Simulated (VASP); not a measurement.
# Be (I4/mmm) in VASP: notebook, part 2 of 2

VASP 6.6.1. Earlier steps stand in the parts before.

## 3. Electric field gradients, PBEsol (equal xx and yy strain of -3 %)

INCAR

```
ALGO = Normal
EDIFF = 1E-8
ENCUT = 520
GGA = PS
ISIF = 2
ISMEAR = -1
LASPH = T
LCHARG = F
LEFG = T
LREAL = F
LWAVE = F
NBANDS = 7
NELM = 100
PREC = Accurate
SIGMA = 0.03
```

KPOINTS

```
k-points
0
Gamma
  23 23 23
```

POSCAR

```
Be
1.0
   -1.2155273228      1.2155273228      1.2531209513
    1.2155273228     -1.2155273228      1.2531209513
    1.2155273228      1.2155273228     -1.2531209513
Be
1
Direct
    0.0000000000      0.0000000000      0.0000000000
```

Potentials or basis: VASP PAW PBE potentials, release 64 (Be).

Command:

```bash
> cat potpaw_PBE.64/Be/POTCAR > POTCAR
> mpirun -np 1 vasp_std > vasp.out
```

OUTCAR:

```text
EDIFF = 1E-8
   ENCUT = 520
   GGA = PS
   ISIF = 2
   ISMEAR = -1
   LASPH = T
   LREAL = F
   NELM = 100
   PREC = Accurate

 ion  position               nearest neighbor table
   1  0.000  0.000  0.000-

  LATTYP: Found a body centered tetragonal cell.
 ALAT       =     2.4310546456
 C/A-ratio  =     1.0309278350

  Lattice vectors:

 A1 = (  -1.2155273228,   1.2155273228,   1.2531209513)
[... 445 lines left out ...]
 -----------------------------------------------------------------------------------
    total drift:                                0.000000      0.000000     -0.000000

  FREE ENERGIE OF THE ION-ELECTRON SYSTEM (eV)
  ---------------------------------------------------
  free  energy   TOTEN  =        -3.8929025755 eV

  energy  without entropy=       -3.8925999563  energy(sigma->0) =       -3.89275127

 Electric field gradients (V/A^2)
---------------------------------------------------------------------
 ion       V_xx      V_yy      V_zz      V_xy      V_xz      V_yz
---------------------------------------------------------------------
   1      -0.138    -0.138     0.276    -0.000    -0.000    -0.000
---------------------------------------------------------------------

 Electric field gradients after diagonalization (V/A^2)
 (convention: |V_zz| > |V_xx| > |V_yy|)
----------------------------------------------------------------------
 ion       V_xx      V_yy      V_zz     asymmetry (V_yy - V_xx)/ V_zz
----------------------------------------------------------------------
   1      -0.138    -0.138     0.276       0.000
----------------------------------------------------------------------

           NMR quadrupolar parameters

 Cq : quadrupolar parameter    Cq=e*Q*V_zz/h
 eta: asymmetry parameters     (V_yy - V_xx)/ V_zz
 Q  : nuclear electric quadrupole moment in mb (millibarn)
----------------------------------------------------------------------
 ion       Cq(MHz)       eta       Q (mb)
----------------------------------------------------------------------
   1       0.001       0.000       1.000
----------------------------------------------------------------------
```

Run time: 18 s. Hardware: 1 thread of Intel Xeon Platinum 8488C (Sapphire Rapids), shared host; peak memory 0.14 GiB.

Results:

```
Free energy                             : -3.8929 eV
Pressure                                : 6.5 GPa
Band gap on the k mesh                  : zero (bands 1 and 2 overlap by 4.65 eV)
Largest electric field gradient by atom : Be +0.28 V/Å²
```

Levels at points of the mesh, in eV from the Fermi level:
| k point | band 1 | band 2 | band 3 | band 4 | band 5 | band 6 |
| --- | --- | --- | --- | --- | --- | --- |
| (0.00, 0.00, 0.00) | -12.59 | 20.17 | 20.40 | 20.40 | 31.49 | 31.49 |

Caveat: the cell differs from its parent crystal (equal xx and yy strain of -3 %); the cell stands under pressure; without QUAD_EFG the Cq values of the log hold for a quadrupole moment of 1 mb, not for the nuclei; the PAW data sets were made with another functional, which shifts forces and pressure a little.

## 4. Electric field gradients, PBEsol (equal xx and yy strain of +2 %)

INCAR

```
SYSTEM = Be
PREC = Accurate
ENCUT = 520
EDIFF = 1E-8
ISMEAR = -1
SIGMA = 0.03
LREAL = .False.
LASPH = .True.
NELM = 100
ALGO = Normal
ISIF = 2
LWAVE = .False.
LCHARG = .False.
GGA = PS
LEFG = .True.
NBANDS = 7
```

KPOINTS

```
regular mesh
0
Gamma
  23 23 23
  0 0 0
```

POSCAR

```
Be
1.0
   -1.2781833703      1.2781833703      1.2531209513
    1.2781833703     -1.2781833703      1.2531209513
    1.2781833703      1.2781833703     -1.2531209513
Be
1
Direct
    0.0000000000      0.0000000000      0.0000000000
```

Potentials or basis: VASP PAW PBE potentials, release 64 (Be).

Command:

```bash
> cat potpaw_PBE.64/Be/POTCAR > POTCAR
> mpirun -np 1 vasp_std > vasp.out
```

OUTCAR:

```text
SYSTEM = Be
   PREC = Accurate
   ENCUT = 520
   EDIFF = 1E-8
   ISMEAR = -1
   LREAL = .False.
   LASPH = .True.
   NELM = 100
   ISIF = 2
   GGA = PS

 ion  position               nearest neighbor table
   1  0.000  0.000  0.000-

  LATTYP: Found a body centered tetragonal cell.
 ALAT       =     2.5563667406
 C/A-ratio  =     0.9803921569

  Lattice vectors:

 A1 = (  -1.2781833703,   1.2781833703,   1.2531209513)
 A2 = (   1.2781833703,  -1.2781833703,   1.2531209513)
 A3 = (   1.2781833703,   1.2781833703,  -1.2531209513)

Analysis of symmetry for initial positions (statically):
=====================================================================
 Subroutine PRICEL returns:
 Original cell was already a primitive cell.

 Routine SETGRP: Setting up the symmetry group for a
 body centered tetragonal supercell.

 Subroutine GETGRP returns: Found 16 space group operations
 (whereof 16 operations were pure point group operations)
[... 419 lines left out ...]

 VOLUME and BASIS-vectors are now :
 -----------------------------------------------------------------------------
  energy-cutoff  :      520.00
  volume of cell :        8.19
      direct lattice vectors                 reciprocal lattice vectors
    -1.278183370  1.278183370  1.253120951     0.000000000  0.391180179  0.399003783
     1.278183370 -1.278183370  1.253120951     0.391180179  0.000000000  0.399003783
     1.278183370  1.278183370 -1.253120951     0.391180179  0.391180179  0.000000000

 POSITION                                       TOTAL-FORCE (eV/Angst)
 -----------------------------------------------------------------------------------
      0.00000      0.00000      0.00000        -0.000000     -0.000000      0.000000
 -----------------------------------------------------------------------------------
    total drift:                               -0.000000     -0.000000     -0.000000

  FREE ENERGIE OF THE ION-ELECTRON SYSTEM (eV)
  ---------------------------------------------------
  free  energy   TOTEN  =        -3.8912197901 eV

  energy  without entropy=       -3.8907076725  energy(sigma->0) =       -3.89096373

 Electric field gradients (V/A^2)
---------------------------------------------------------------------
 ion       V_xx      V_yy      V_zz      V_xy      V_xz      V_yz
---------------------------------------------------------------------
   1       0.087     0.087    -0.173     0.000     0.000     0.000
---------------------------------------------------------------------

 Electric field gradients after diagonalization (V/A^2)
 (convention: |V_zz| > |V_xx| > |V_yy|)
----------------------------------------------------------------------
 ion       V_xx      V_yy      V_zz     asymmetry (V_yy - V_xx)/ V_zz
----------------------------------------------------------------------
   1       0.087     0.087    -0.173       0.000
----------------------------------------------------------------------

           NMR quadrupolar parameters

 Cq : quadrupolar parameter    Cq=e*Q*V_zz/h
 eta: asymmetry parameters     (V_yy - V_xx)/ V_zz
 Q  : nuclear electric quadrupole moment in mb (millibarn)
----------------------------------------------------------------------
 ion       Cq(MHz)       eta       Q (mb)
----------------------------------------------------------------------
   1      -0.000       0.000       1.000
----------------------------------------------------------------------
```

OSZICAR:

```text
N       E                     dE             d eps       ncg     rms          rms(c)
DAV:   1    -0.260484978375E+01   -0.26048E+01   -0.11246E+03 14196   0.235E+02
DAV:   2    -0.390126433103E+01   -0.12964E+01   -0.12548E+01 18375   0.259E+01
DAV:   3    -0.390344101391E+01   -0.21767E-02   -0.21761E-02 14805   0.930E-01
DAV:   4    -0.390344144004E+01   -0.42614E-06   -0.42605E-06 19719   0.129E-02
DAV:   5    -0.390344144034E+01   -0.29414E-09   -0.54614E-10 15036   0.628E-05    0.777E-01
DAV:   6    -0.389478814945E+01    0.86533E-02   -0.49150E-04 14287   0.239E-01    0.473E-01
DAV:   7    -0.389122574545E+01    0.35624E-02   -0.54745E-04 13944   0.246E-01    0.160E-02
DAV:   8    -0.389121929227E+01    0.64532E-05   -0.13294E-06 15813   0.108E-02    0.287E-03
DAV:   9    -0.389121982633E+01   -0.53406E-06   -0.13358E-07 16135   0.209E-03    0.101E-04
DAV:  10    -0.389121980775E+01    0.18579E-07   -0.15860E-10 13524   0.120E-04    0.460E-05
DAV:  11    -0.389121979065E+01    0.17105E-07   -0.75138E-11  7987   0.892E-05    0.235E-06
DAV:  12    -0.389121979015E+01    0.49900E-09   -0.14791E-12  7259   0.100E-05
   1 F= -.38912198E+01 E0= -.38909637E+01  d E =-.512118E-03
```

Wall time 16 s (1 thread of Intel Xeon Platinum 8488C (Sapphire Rapids), shared host); peak memory 0.15 GiB.

Results:

```yaml
Free_energy: -3.8912 eV
Pressure: -6.0 GPa
Band_gap_on_the_k_mesh: zero (bands 1 and 2 overlap by 4.83 eV)
Largest_electric_field_gradient_by_atom: Be -0.17 V/Å²
```

Levels at points of the mesh, in eV from the Fermi level:
```
           k point  band 1  band 2  band 3  band 4  band 5
(0.00, 0.00, 0.00)  -11.98   18.68   18.68   18.86   29.38
```

Caveat: the cell differs from its parent crystal (equal xx and yy strain of +2 %); the cell stands under tension; without QUAD_EFG the Cq values of the log hold for a quadrupole moment of 1 mb, not for the nuclei; the PAW data sets were made with another functional, which shifts forces and pressure a little.
